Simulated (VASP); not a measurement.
# Dy3GaS2 (P4mm) in VASP: single point with PBE

Aim: the single point of Dy3GaS2 with PBE.

All numbers are computed with VASP 6.6.1; they aren't measurements. Logs are shortened: lines on timing, memory, paths and dates and some standing lists are left out, and cuts for length are marked.

**1. The cell of the first run**

It takes space group P4mm (No. 99, tetragonal). The conventional cell has a = 5.174 Å, b = 5.174 Å, c = 5.542 Å, α = 90.00°, β = 90.00°, γ = 90.00°. Dy (site symmetry 2mm) has 4 S at 2.64 to 2.77 Å and 2 Ga at 3.21 Å and 2 Dy at 3.46 Å within 3.5 Å. Within 3.7 Å of Dy (site symmetry 4mm) lie 2 S at 2.69 to 2.85 Å and 4 Dy at 3.46 Å and 4 Ga at 3.68 Å. Within 3.5 Å of Ga (site symmetry 4mm) lie 2 S at 2.65 to 2.89 Å and 4 Dy at 3.21 Å. Within 3.5 Å of S (site symmetry 4mm) lie 6 Dy at 2.64 to 2.85 Å. Within 3.5 Å of S (site symmetry 4mm) lie 2 Ga at 2.65 to 2.89 Å and 4 Dy at 2.77 Å.

The cell was built from a structure type or drawn by symmetry, and may not be a known phase.

**2. Single point, PBE**

File INCAR:

```
PREC = Accurate ; ENCUT = 500
EDIFF = 1E-6 ; ISMEAR = 0
SIGMA = 0.2 ; LREAL = False
LASPH = True ; NELM = 200
ALGO = Normal ; ISIF = 2
LWAVE = False ; LCHARG = True
GGA = PE ; LELF = True
LVHAR = True ; NBANDS = 35
GGA_COMPAT = False ; LMAXMIX = 6
```

File KPOINTS:

```
regular mesh
0
Gamma
  4 4 3
```

File POSCAR:

```
Dy3GaS2
1.0
    5.1742771568      0.0000000000      0.0000000000
    0.0000000000      5.1742771568      0.0000000000
    0.0000000000      0.0000000000      5.5417348339
Dy Ga S
3 1 2
Direct
    0.5000000000      0.0000000000      0.0666014824
    0.0000000000      0.5000000000      0.0666014824
    0.5000000000      0.5000000000      0.6507234813
    0.0000000000      0.0000000000      0.7233716303
    0.5000000000      0.5000000000      0.1648506132
    0.0000000000      0.0000000000      0.2454237904
```

Potentials or basis: VASP PAW PBE potentials, release 64 (Dy_3, Ga_d, S), 4f in core.

The run is started by

```bash
$ cat potpaw_PBE.64/Dy_3/POTCAR potpaw_PBE.64/Ga_d/POTCAR potpaw_PBE.64/S/POTCAR > POTCAR
$ mpirun -np 1 vasp_std > vasp.out
```

OUTCAR:

```text
PREC = Accurate
   ENCUT = 500
   EDIFF = 1E-6
   ISMEAR = 0
   LREAL = False
   LASPH = True
   NELM = 200
   ISIF = 2
   GGA = PE

 ion  position               nearest neighbor table
   1  0.500  0.000  0.067-   5 2.64   5 2.64   6 2.77   6 2.77   4 3.21   4 3.21   3 3.46   3 3.46
                             2 3.66   2 3.66   2 3.66   2 3.66
   2  0.000  0.500  0.067-   5 2.64   5 2.64   6 2.77   6 2.77   4 3.21   4 3.21   3 3.46   3 3.46
                             1 3.66   1 3.66   1 3.66   1 3.66
   3  0.500  0.500  0.651-   5 2.69   5 2.85   2 3.46   1 3.46   1 3.46   2 3.46
   4  0.000  0.000  0.723-   6 2.65   2 3.21   1 3.21   2 3.21   1 3.21
   5  0.500  0.500  0.165-   1 2.64   2 2.64   1 2.64   2 2.64   3 2.69   3 2.85
   6  0.000  0.000  0.245-   4 2.65   2 2.77   1 2.77   2 2.77   1 2.77

  LATTYP: Found a simple tetragonal cell.
 ALAT       =     5.1742771568
 C/A-ratio  =     1.0710162340

  Lattice vectors:

 A1 = (   5.1742771568,   0.0000000000,   0.0000000000)
 A2 = (   0.0000000000,   5.1742771568,   0.0000000000)
 A3 = (   0.0000000000,   0.0000000000,   5.5417348339)

Analysis of symmetry for initial positions (statically):
=====================================================================
 Subroutine PRICEL returns:
 Original cell was already a primitive cell.

 Routine SETGRP: Setting up the symmetry group for a
 simple tetragonal supercell.

 Subroutine GETGRP returns: Found  8 space group operations
 (whereof  8 operations were pure point group operations)
 out of a pool of 16 trial point group operations.

The static configuration has the point symmetry C_4v.

Analysis of symmetry for dynamics (positions and initial velocities):
=====================================================================
 Subroutine PRICEL returns:
 Original cell was already a primitive cell.

 Routine SETGRP: Setting up the symmetry group for a
 simple tetragonal supercell.

 Subroutine GETGRP returns: Found  8 space group operations
 (whereof  8 operations were pure point group operations)
 out of a pool of 16 trial point group operations.

The dynamic configuration has the point symmetry C_4v.

 Subroutine INISYM returns: Found  8 space group operations
 (whereof  8 operations are pure point group operations),
 and found     1 'primitive' translations

----------------------------------------------------------------------------------------

                                     Primitive cell

  volume of cell :     148.3697

  direct lattice vectors                    reciprocal lattice vectors
     5.174277157  0.000000000  0.000000000     0.193263710  0.000000000  0.000000000
     0.000000000  5.174277157  0.000000000     0.000000000  0.193263710  0.000000000
     0.000000000  0.000000000  5.541734834     0.000000000  0.000000000  0.180448908

  length of vectors
     5.174277157  5.174277157  5.541734834     0.193263710  0.193263710  0.180448908

  position of ions in fractional coordinates (direct lattice)
     0.500000000  0.000000000  0.066601482
     0.000000000  0.500000000  0.066601482
     0.500000000  0.500000000  0.650723481
     0.000000000  0.000000000  0.723371630
     0.500000000  0.500000000  0.164850613
     0.000000000  0.000000000  0.245423790

  ion indices of the primitive-cell ions
   primitive index   ion index
                 1           1
                 2           2
                 3           3
                 4           4
                 5           5
                 6           6

----------------------------------------------------------------------------------------

 KPOINTS: regular mesh

Automatic generation of k-mesh.
 Grid dimensions read from file:
 generate k-points for:    4    4    3

 Generating k-lattice:

  Cartesian coordinates                     Fractional coordinates (reciprocal lattice)
     0.048315928  0.000000000  0.000000000     0.250000000  0.000000000  0.000000000
     0.000000000  0.048315928  0.000000000     0.000000000  0.250000000  0.000000000
     0.000000000  0.000000000  0.060149636     0.000000000  0.000000000  0.333333333

  Length of vectors
     0.048315928  0.048315928  0.060149636

  Shift w.r.t. Gamma in fractional coordinates (k-lattice)
     0.000000000  0.000000000  0.000000000

 Subroutine IBZKPT returns following result:
 ===========================================

 Found     12 irreducible k-points:

 Following reciprocal coordinates:
            Coordinates               Weight
  0.000000  0.000000  0.000000      1.000000
  0.250000  0.000000  0.000000      4.000000
  0.500000  0.000000  0.000000      2.000000
  0.250000  0.250000  0.000000      4.000000
  0.500000  0.250000  0.000000      4.000000
  0.500000  0.500000  0.000000      1.000000
  0.000000  0.000000  0.333333      2.000000
  0.250000  0.000000  0.333333      8.000000
  0.500000  0.000000  0.333333      4.000000
  0.250000  0.250000  0.333333      8.000000
  0.500000  0.250000  0.333333      8.000000
  0.500000  0.500000  0.333333      2.000000
   k-points           NKPTS =     12   k-points in BZ     NKDIM =     12   number of bands    NBANDS=     35
   number of dos      NEDOS =    301   number of ions     NIONS =      6
   total plane-waves  NPLWV =  64000
   dimension x,y,z NGX =    40 NGY =   40 NGZ =   40
   dimension x,y,z NGXF=    80 NGYF=   80 NGZF=   80
   ions per type =               3   1   2
   NGX,Y,Z   is equivalent  to a cutoff of  12.85, 12.85, 12.00 a.u.
   NGXF,Y,Z  is equivalent  to a cutoff of  25.70, 25.70, 24.00 a.u.
 SYSTEM =  unknown system
   PREC   = accura    normal or accurate (medium, high low for compatibility)
   ISTART =      0    job   : 0-new  1-cont  2-samecut
   ICHARG =      2    charge: 1-file 2-atom 10-const
   ISPIN  =      1    spin polarized calculation?
   LNONCOLLINEAR =      F non collinear calculations
   LSORBIT =      F    spin-orbit coupling
   LASPH  =      T    aspherical Exc in radial PAW
   ENCUT  =  500.0 eV  36.75 Ry    6.06 a.u.   9.43  9.43 10.10*2*pi/ulx,y,z
   NELM   =    200;   NELMIN=  2; NELMDL= -5     # of ELM steps
   EDIFF  = 0.1E-05   stopping-criterion for ELM
   LREAL  =      F    real-space projection
   EDIFFG = 0.1E-04   stopping-criterion for IOM
   NSW    =      0    number of steps for IOM
   IBRION =     -1    ionic relax: 0-MD 1-quasi-New 2-CG
   NFREE  =      0    steps in history (QN), initial steepest desc. (CG)
   ISIF   =      2    stress and relaxation
   ISYM   =      2    0-nonsym 1-usesym 2-fastsym
   POTIM  = 0.5000    time-step for ionic-motion
   TEBEG  =    0.0;   TEEND  =   0.0 temperature during run
   PSTRESS=    0.0 pullay stress
   NELECT =      52.0000    total number of electrons
   NUPDOWN=      -1.0000    fix difference up-down
   EMIN   =  10.00;   EMAX   =-10.00  energy-range for DOS
   EFERMI =   0.00;   METHOD = LEGACY
   ISMEAR =     0;   SIGMA  =   0.20  broadening in eV -4-tet -1-fermi 0-gaus
   EFERMI_NEDOS =   21; number of points for ismear=-14 and -15
   IALGO  =     38    algorithm
   IMIX   =      4    mixing-type and parameters
     AMIX     =   0.40;   BMIX     =  1.00
     AMIX_MAG =   1.60;   BMIX_MAG =  1.00
  volume/ion in A,a.u.               =      24.73       166.87
  Fermi-wavevector in a.u.,A,eV,Ry     =   1.154235  2.181188 18.126477  1.332258
  Thomas-Fermi vector in A             =   2.290873
   LORBIT       =      0    0 simple, 1 ext, 2 COOP (PROOUT), +10 PAW based schemes
   GGA     = PE    functional components
   LHFCALC =     F    Hartree Fock is set to
   AEXX    =    0.0000 exact exchange contribution
   IVDW    =     0    specifies the selected vdW correction
   LEPSILON=     F    determine dielectric tensor
   LRPA    =     F    only Hartree local field effects (RPA)
 non-spin polarized calculation
 Gauss-broadening in eV      SIGMA  =   0.20
  energy-cutoff  :      500.00
  volume of cell :      148.37
 maximum number of plane-waves:      3793
 NGX is ok and might be reduce to    40
   NGX = 19   NGY = 19   NGZ = 21

 number of electron      51.9999992 magnetization

 Free energy of the ion-electron system (eV)
  ---------------------------------------------------
  ext. energy  EPLUGINS =         0.00000000
  ---------------------------------------------------
  free energy    TOTEN  =       -31.53460047 eV

  energy without entropy =      -31.44429509  energy(sigma->0) =      -31.48944778

 E-fermi :   4.5615     XC(G=0):  -9.9577

 val. band max:        4.5571997745   @ k =   0.0000   0.0000   0.0000
 cond. band min:       4.5886551071   @ k =   0.5000   0.0000   0.3333
 fundamental gap:      0.0314553327
 Fermi energy:         4.5614536138

 k-point     1 :       0.0000    0.0000    0.0000
  band No.  band energies     occupation
      1     -19.6238      2.00000
      2     -19.5320      2.00000
      3     -19.5320      2.00000
      4     -19.0723      2.00000
      5     -19.0723      2.00000
      6     -18.9466      2.00000
[... 27 lines left out ...]
     34       8.7143      0.00000
     35       8.7917      0.00000

 k-point     2 :       0.2500    0.0000    0.0000
  band No.  band energies     occupation
      1     -19.6226      2.00000
      2     -19.5288      2.00000
      3     -19.5246      2.00000
      4     -19.0754      2.00000
      5     -19.0404      2.00000
      6     -18.9443      2.00000
[... 27 lines left out ...]
     34       7.9636      0.00000
     35       8.7788      0.00000

 k-point     3 :       0.5000    0.0000    0.0000
  band No.  band energies     occupation
      1     -19.6217      2.00000
      2     -19.5257      2.00000
      3     -19.5156      2.00000
      4     -19.0738      2.00000
      5     -18.9892      2.00000
      6     -18.9442      2.00000
[... 27 lines left out ...]
     34       7.7690      0.00000
     35       7.8823      0.00000
[... 267 lines left out ...]
 k-point    11 :       0.5000    0.2500    0.3333
  band No.  band energies     occupation
      1     -19.7102      2.00000
      2     -19.5256      2.00000
      3     -19.5188      2.00000
      4     -19.1263      2.00000
      5     -19.0489      2.00000
      6     -18.9293      2.00000
[... 27 lines left out ...]
     34       7.8222      0.00000
     35       8.0012      0.00000

 k-point    12 :       0.5000    0.5000    0.3333
  band No.  band energies     occupation
      1     -19.7500      2.00000
      2     -19.5248      2.00000
      3     -19.5248      2.00000
      4     -19.1624      2.00000
      5     -19.1120      2.00000
      6     -18.9137      2.00000
[... 27 lines left out ...]
     34       7.5808      0.00000
     35       7.5808      0.00000

------------------------ aborting loop because EDIFF is reached ----------------------------------------

  FORCE on cell =-STRESS in cart. coord.  units (eV):
  Direction    XX          YY          ZZ          XY          YZ          ZX
  --------------------------------------------------------------------------------------
  -------------------------------------------------------------------------------------
  Total        0.5514305      0.5514305      0.2095010      0.0000000     -0.0000000      0.0000000
  in kB        5.9546503      5.9546503      2.2623072      0.0000000     -0.0000000      0.0000000
  external PRESSURE =       4.7238693 kB  Pullay stress =       0.0000000 kB

 VOLUME and BASIS-vectors are now :
 -----------------------------------------------------------------------------
  energy-cutoff  :      500.00
  volume of cell :      148.37
      direct lattice vectors                 reciprocal lattice vectors
     5.174277157  0.000000000  0.000000000     0.193263710  0.000000000  0.000000000
     0.000000000  5.174277157  0.000000000     0.000000000  0.193263710  0.000000000
     0.000000000  0.000000000  5.541734834     0.000000000  0.000000000  0.180448908

 POSITION                                       TOTAL-FORCE (eV/Angst)
 -----------------------------------------------------------------------------------
      2.58714      0.00000      0.36909        -0.000000     -0.000000     -0.008040
      0.00000      2.58714      0.36909        -0.000000     -0.000000     -0.008040
      2.58714      2.58714      3.60614         0.000000      0.000000      0.041458
      0.00000      0.00000      4.00873        -0.000000     -0.000000     -0.080683
      2.58714      2.58714      0.91356        -0.000000      0.000000     -0.003278
      0.00000      0.00000      1.36007        -0.000000     -0.000000      0.058583
 -----------------------------------------------------------------------------------
    total drift:                               -0.000000      0.000000     -0.000786

  FREE ENERGIE OF THE ION-ELECTRON SYSTEM (eV)
  ---------------------------------------------------
  free  energy   TOTEN  =       -31.5346004723 eV

  energy  without entropy=      -31.4442950901  energy(sigma->0) =      -31.48944778
```

Run time: 52 s. Hardware: 1 thread of Intel Xeon Platinum 8488C (Sapphire Rapids), shared host; peak memory 0.27 GiB.

Results:

* Free energy: -31.5346 eV
* Pressure: 0.5 GPa
* Largest force: 0.081 eV/Å
* Band gap on the k mesh: zero (bands 26 and 27 overlap by 0.90 eV)

Forces in eV/Å, atoms in the order of the input:
```
Dy   0.000  0.000 -0.008
Dy   0.000  0.000 -0.008
Dy   0.000  0.000  0.041
Ga   0.000  0.000 -0.081
S    0.000  0.000 -0.003
S    0.000  0.000  0.059
```

Caveat: the k points lie up to 0.38 Å⁻¹ apart, too coarse for converged energies and pressures of a metal; spin-orbit coupling is left out, which moves the levels of the heavy elements; the 4f electrons are frozen in the core, so they carry no moment and show no levels; the run has no spin polarisation, though such a crystal can be magnetic.
